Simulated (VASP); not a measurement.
Runs of VASP 6.6.1 on AgRh. The structure is that of space group P-6m2 (No. 187), or close to it. The cells are those of the table. 

```csv
task,cell,k mesh,gap on the mesh (eV),pressure (GPa)
single point,"a = 2.682, b = 2.682, c = 4.644 Å, angles 90.0, 90.0, 120.0°, 2 atoms",9 × 9 × 5,none,2.6
relaxation of volume and atoms at fixed shape,"relaxed from a = 2.778, b = 2.778, c = 4.809 Å, angles 90.0, 90.0, 120.0°, 2 atoms",8 × 8 × 4,none,-0.2
single point,"a = 2.691, b = 2.691, c = 4.659 Å, angles 90.0, 90.0, 120.0°, 2 atoms",8 × 8 × 4,none,(a)
single point,"a = 2.691, b = 2.691, c = 4.659 Å, angles 90.0, 90.0, 120.0°, 2 atoms",9 × 9 × 5,none,0.4
single point,"a = 2.700, b = 2.700, c = 4.675 Å, angles 90.0, 90.0, 120.0°, 2 atoms",9 × 9 × 5,none,-1.6
```

Alike in all rows: level LDA; potentials or basis VASP PAW LDA potentials, release 64 (Ag, Rh_pv); no spin polarisation; cutoff (eV) 500; smearing fermi-dirac 0.05 eV.

Estimate the missing entries.

(a) 0.5.

A k mesh can miss the band edges, and the runs leave out spin-orbit coupling on Ag, Rh.

A gap of «none» marks levels without a gap at the run's occupations.
